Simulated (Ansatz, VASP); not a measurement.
## Cd in VASP and in Ansatz

```
Cd
1.0
     0.00000    3.42702    3.42702
     3.42702    0.00000    3.42702
     3.42702    3.42702    0.00000
Cd
2
Direct
  0.12500 0.12500 0.12500
  0.87500 0.87500 0.87500
```

Alike in both runs: task single point; functional PBE; k mesh 13 × 13 × 13; occupations fermi-dirac, width 0.1 eV; no spin polarisation.

|  | VASP | Ansatz |
| --- | --- | --- |
| version | VASP 6.6.1 | Ansatz 0.2.0 |
| potentials or method | VASP PAW PBE potentials, release 64 (Cd), cutoff 520 eV | plane waves (420 eV) with PAW, scalar-relativistic |
| valence electrons in the cell | 24 | 40 |

VASP gave:

| Quantity | Value |
| --- | --- |
| pressure (GPa) | -0.7 |

Question: Which values does Ansatz return?

Answer: Pressure (GPa): -0.8.

VASP's potentials hold 24 valence electrons a cell and Ansatz's 40, so a difference there can come from the potentials and not from the codes.
